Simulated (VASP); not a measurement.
# Bi2Se3 (R-3m) in VASP: a series of runs

The runs below take Bi2Se3 through single point, with PBE.

All numbers are computed with VASP 6.6.1; they aren't measurements. Logs are shortened: lines on timing, memory, paths and dates and some standing lists are left out, and cuts for length are marked.

## (1) The cell of the first run

It takes space group R-3m (No. 166, trigonal). The conventional cell has a = 4.198 Å, b = 4.198 Å, c = 29.013 Å, α = 90.00°, β = 90.00°, γ = 120.00°. Bi (site symmetry 3m) has 6 Se at 2.89 to 3.12 Å within 3.8 Å. Within 4.3 Å of Se (site symmetry -3m) lie 6 Bi at 3.12 Å and 12 Se at 4.20 to 4.28 Å. Se (site symmetry 3m) has 3 Bi at 2.89 Å and 3 Se at 3.56 Å within 3.8 Å.

## (2) Single point, PBE

INCAR reads:

```
SYSTEM = Bi2Se3
PREC = Accurate
ENCUT = 520
EDIFF = 1E-6
ISMEAR = 0
SIGMA = 0.01
LREAL = .FALSE.
LASPH = .TRUE.
NELM = 80
ALGO = Normal
ISIF = 2
LWAVE = .FALSE.
LCHARG = .FALSE.
GGA = PE
NBANDS = 32
```

KPOINTS reads:

```
regular mesh
0
G
  6 6 6
  0 0 0
```

POSCAR reads:

```
Bi2Se3
1.0
    2.0987597050      1.2117194780      9.6709442259
   -2.0987597050      1.2117194780      9.6709442259
    0.0000000000     -2.4234389661      9.6709442259
Bi Se
2 3
Direct
    0.4008000000      0.4008000000      0.4008000000
    0.5992000000      0.5992000000      0.5992000000
    0.0000000000      0.0000000000      0.0000000000
    0.2117000000      0.2117000000      0.2117000000
    0.7883000000      0.7883000000      0.7883000000
```

Potentials or basis: VASP PAW PBE potentials, release 64 (Bi_d, Se).

On the command line:

```
cat potpaw_PBE.64/Bi_d/POTCAR potpaw_PBE.64/Se/POTCAR > POTCAR
mpirun -np 1 vasp_std > vasp.out
```

OUTCAR:

```text
SYSTEM = Bi2Se3
   PREC = Accurate
   ENCUT = 520
   EDIFF = 1E-6
   ISMEAR = 0
   LREAL = .FALSE.
   LASPH = .TRUE.
   NELM = 80
   ISIF = 2
   GGA = PE

 ion  position               nearest neighbor table
   1  0.401  0.401  0.401-   5 2.89   5 2.89   5 2.89   3 3.12   3 3.12   3 3.12
   2  0.599  0.599  0.599-   4 2.89   4 2.89   4 2.89   3 3.12   3 3.12   3 3.12
   3  0.000  0.000  0.000-   2 3.12   2 3.12   1 3.12   1 3.12   2 3.12   1 3.12
   4  0.212  0.212  0.212-   2 2.89   2 2.89   2 2.89
   5  0.788  0.788  0.788-   1 2.89   1 2.89   1 2.89

  LATTYP: Found a trigonal (rhomboedric) cell.
 ALAT       =     9.9699658281
 COS(alpha) =     0.9113725832

  Lattice vectors:

 A1 = (   2.0987597050,   1.2117194780,   9.6709442259)
 A2 = (  -2.0987597050,   1.2117194780,   9.6709442259)
 A3 = (   0.0000000000,  -2.4234389661,   9.6709442259)

Analysis of symmetry for initial positions (statically):
=====================================================================
 Subroutine PRICEL returns:
 Original cell was already a primitive cell.

 Routine SETGRP: Setting up the symmetry group for a
 trigonal (rhombohedral) supercell.

 Subroutine GETGRP returns: Found 12 space group operations
 (whereof 12 operations were pure point group operations)
 out of a pool of 12 trial point group operations.

The static configuration has the point symmetry D_3d.

Analysis of symmetry for dynamics (positions and initial velocities):
=====================================================================
 Subroutine PRICEL returns:
 Original cell was already a primitive cell.

 Routine SETGRP: Setting up the symmetry group for a
 trigonal (rhombohedral) supercell.

 Subroutine GETGRP returns: Found 12 space group operations
 (whereof 12 operations were pure point group operations)
 out of a pool of 12 trial point group operations.

The dynamic configuration has the point symmetry D_3d.

 Subroutine INISYM returns: Found 12 space group operations
 (whereof 12 operations are pure point group operations),
 and found     1 'primitive' translations

----------------------------------------------------------------------------------------

                                     Primitive cell

  volume of cell :     147.5655
[... 87 lines left out ...]
   ISTART =      0    job   : 0-new  1-cont  2-samecut
   ICHARG =      2    charge: 1-file 2-atom 10-const
   ISPIN  =      1    spin polarized calculation?
   LNONCOLLINEAR =      F non collinear calculations
   LSORBIT =      F    spin-orbit coupling
   LASPH  =      T    aspherical Exc in radial PAW
   ENCUT  =  520.0 eV  38.22 Ry    6.18 a.u.  18.54 18.54 18.54*2*pi/ulx,y,z
   NELM   =     80;   NELMIN=  2; NELMDL= -5     # of ELM steps
   EDIFF  = 0.1E-05   stopping-criterion for ELM
   LREAL  =      F    real-space projection
   EDIFFG = 0.1E-04   stopping-criterion for IOM
   NSW    =      0    number of steps for IOM
   IBRION =     -1    ionic relax: 0-MD 1-quasi-New 2-CG
   NFREE  =      0    steps in history (QN), initial steepest desc. (CG)
   ISIF   =      2    stress and relaxation
   ISYM   =      2    0-nonsym 1-usesym 2-fastsym
   POTIM  = 0.5000    time-step for ionic-motion
   TEBEG  =    0.0;   TEEND  =   0.0 temperature during run
   PSTRESS=    0.0 pullay stress
   NELECT =      48.0000    total number of electrons
   NUPDOWN=      -1.0000    fix difference up-down
   EMIN   =  10.00;   EMAX   =-10.00  energy-range for DOS
   EFERMI =   0.00;   METHOD = LEGACY
   ISMEAR =     0;   SIGMA  =   0.01  broadening in eV -4-tet -1-fermi 0-gaus
   EFERMI_NEDOS =   21; number of points for ismear=-14 and -15
   IALGO  =     38    algorithm
   IMIX   =      4    mixing-type and parameters
     AMIX     =   0.40;   BMIX     =  1.00
     AMIX_MAG =   1.60;   BMIX_MAG =  1.00
  volume/ion in A,a.u.               =      29.51       199.16
  Fermi-wavevector in a.u.,A,eV,Ry     =   1.125884  2.127612 17.246942  1.267614
  Thomas-Fermi vector in A             =   2.262563
   LORBIT       =      0    0 simple, 1 ext, 2 COOP (PROOUT), +10 PAW based schemes
   GGA     = PE    functional components
   LHFCALC =     F    Hartree Fock is set to
   AEXX    =    0.0000 exact exchange contribution
   IVDW    =     0    specifies the selected vdW correction
   LEPSILON=     F    determine dielectric tensor
   LRPA    =     F    only Hartree local field effects (RPA)
 non-spin polarized calculation
 Gauss-broadening in eV      SIGMA  =   0.01
  energy-cutoff  :      520.00
  volume of cell :      147.57
 maximum number of plane-waves:      4000
 NGX is ok and might be reduce to    80
   NGX = 37   NGY = 37   NGZ = 37

 number of electron      48.0000001 magnetization

 Free energy of the ion-electron system (eV)
  ---------------------------------------------------
  ext. energy  EPLUGINS =         0.00000000
  ---------------------------------------------------
  free energy    TOTEN  =       -20.20278278 eV

  energy without entropy =      -20.20278278  energy(sigma->0) =      -20.20278278

 E-fermi :   4.6152     XC(G=0):  -9.3194

 val. band max:        4.4877172740   @ k =   0.0000   0.0000   0.0000
 cond. band min:       4.7346515833   @ k =   0.0000   0.0000   0.0000
 fundamental gap:      0.2469343093
 Fermi energy:         4.6151981061

 k-point     1 :       0.0000    0.0000    0.0000
  band No.  band energies     occupation
      1     -18.5801      2.00000
      2     -18.5801      2.00000
      3     -18.5789      2.00000
      4     -18.5789      2.00000
      5     -18.5754      2.00000
      6     -18.5732      2.00000
[... 829 lines left out ...]
     31       9.3013      0.00000
     32      11.0350      0.00000

 [... further k-points ...]
[... 5 lines left out ...]
  --------------------------------------------------------------------------------------
  -------------------------------------------------------------------------------------
  Total        0.0621830      0.0621830      0.1475538      0.0000000     -0.0000000      0.0000000
  in kB        0.6751458      0.6751458      1.6020503      0.0000000     -0.0000000      0.0000000
  external PRESSURE =       0.9841140 kB  Pullay stress =       0.0000000 kB

 VOLUME and BASIS-vectors are now :
 -----------------------------------------------------------------------------
  energy-cutoff  :      520.00
  volume of cell :      147.57
      direct lattice vectors                 reciprocal lattice vectors
     2.098759705  1.211719478  9.670944226     0.238235944  0.137545586  0.034467507
    -2.098759705  1.211719478  9.670944226    -0.238235944  0.137545586  0.034467507
     0.000000000 -2.423438966  9.670944226     0.000000000 -0.275091173  0.034467506

 POSITION                                       TOTAL-FORCE (eV/Angst)
 -----------------------------------------------------------------------------------
      0.00000     -0.00000     11.62834         0.000000      0.000000     -0.073622
      0.00000     -0.00000     17.38449         0.000000     -0.000000      0.073622
      0.00000      0.00000      0.00000         0.000000     -0.000000      0.000000
      0.00000     -0.00000      6.14202         0.000000     -0.000000      0.105775
      0.00000     -0.00000     22.87082         0.000000      0.000000     -0.105775
 -----------------------------------------------------------------------------------
    total drift:                                0.000000      0.000000     -0.000000

  FREE ENERGIE OF THE ION-ELECTRON SYSTEM (eV)
  ---------------------------------------------------
  free  energy   TOTEN  =       -20.2027827772 eV

  energy  without entropy=      -20.2027827772  energy(sigma->0) =      -20.20278278
```

stdout:

```text
POSCAR found type information on POSCAR BiSe
 POSCAR found :  2 types and       5 ions
 scaLAPACK will be used
 LDA part: xc-table for (Slater+PW92), standard interpolation
 POSCAR, INCAR and KPOINTS ok, starting setup
 FFT: planning ... GRIDC
 FFT: planning ... GRID_SOFT
 FFT: planning ... GRID
 WAVECAR not read
 entering main loop
```

Run time: 19 min. Hardware: 1 thread of Intel Xeon 8259CL, shared host; peak memory 0.95 GiB.

Results:

* Free energy: -20.2028 eV
* Pressure: 0.1 GPa
* Largest force: 0.106 eV/Å
* Band gap on the k mesh: 0.25 eV

Forces in eV/Å, atoms in the order of the input:
```
Bi   0.000  0.000 -0.074
Bi   0.000  0.000  0.074
Se   0.000  0.000  0.000
Se   0.000  0.000  0.106
Se   0.000  0.000 -0.106
```

Stress tensor (GPa, compression positive):
```
0.07 0.00 0.00
0.00 0.07 0.00
0.00 0.00 0.16
```

Caveat: spin-orbit coupling is left out, which moves the levels of the heavy elements. A k mesh can miss the band edges.

## (3) Single point, PBE

This run uses another cell than the first one, of 30.36 Å³/atom.

INCAR reads:

```
SYSTEM = Bi2Se3
  ALGO = Normal
  EDIFF = 1E-6
  ENCUT = 520
  GGA = PE
  ISIF = 2
  ISMEAR = 0
  LASPH = .TRUE.
  LCHARG = .FALSE.
  LREAL = .FALSE.
  LWAVE = .FALSE.
  NBANDS = 32
  NELM = 100
  PREC = Accurate
  SIGMA = 0.01
```

KPOINTS reads:

```
k-points
0
G
  6 6 6
  0 0 0
```

POSCAR, as its differences from that of step 2:

```diff
@@ -2,5 +2,5 @@
 1.0
-    2.0987597050      1.2117194780      9.6709442259
-   -2.0987597050      1.2117194780      9.6709442259
-    0.0000000000     -2.4234389661      9.6709442259
+    2.1187490957      1.2232603581      9.7630540003
+   -2.1187490957      1.2232603581      9.7630540003
+    0.0000000000     -2.4465207264      9.7630540003
 Bi Se
```

Potentials or basis: VASP PAW PBE potentials, release 64 (Bi_d, Se).

On the command line:

```
cat potpaw_PBE.64/Bi_d/POTCAR potpaw_PBE.64/Se/POTCAR > POTCAR
mpirun -np 1 vasp_std > vasp.out
```

It took 16 min on 1 thread of Intel Xeon 8259CL, shared host; peak memory 0.95 GiB.

Results (log left out):

```yaml
Free_energy: -20.1854 eV
Pressure: -1.4 GPa
Largest_force: 0.300 eV/Å
Band_gap_on_the_k_mesh: 0.27 eV
```

Forces on the atoms (eV/Å):
```
Bi   0.000  0.000  0.006
Bi   0.000  0.000 -0.006
Se   0.000  0.000  0.000
Se   0.000  0.000  0.300
Se   0.000  0.000 -0.300
```

Stress tensor (GPa, compression positive):
```
-1.47  0.00  0.00
 0.00 -1.47  0.00
 0.00  0.00 -1.35
```

Levels at points of the mesh, in eV from the valence-band top:
| k point | band 22 | band 23 | band 24 | band 25 | band 26 | band 27 |
| --- | --- | --- | --- | --- | --- | --- |
| (0.00, 0.00, 0.00) | -1.01 | -1.01 | 0.00 | 0.27 | 1.45 | 1.45 |
| (0.50, 0.00, 0.00) | -1.87 | -1.03 | -0.49 | 0.90 | 1.95 | 2.98 |
| (0.50, 0.50, 0.00) | -1.65 | -1.39 | -0.89 | 1.40 | 1.99 | 2.53 |
| (0.50, 0.50, 0.50) | -1.16 | -1.16 | -0.41 | 0.69 | 1.73 | 1.73 |

Caveat: spin-orbit coupling is left out, which moves the levels of the heavy elements.
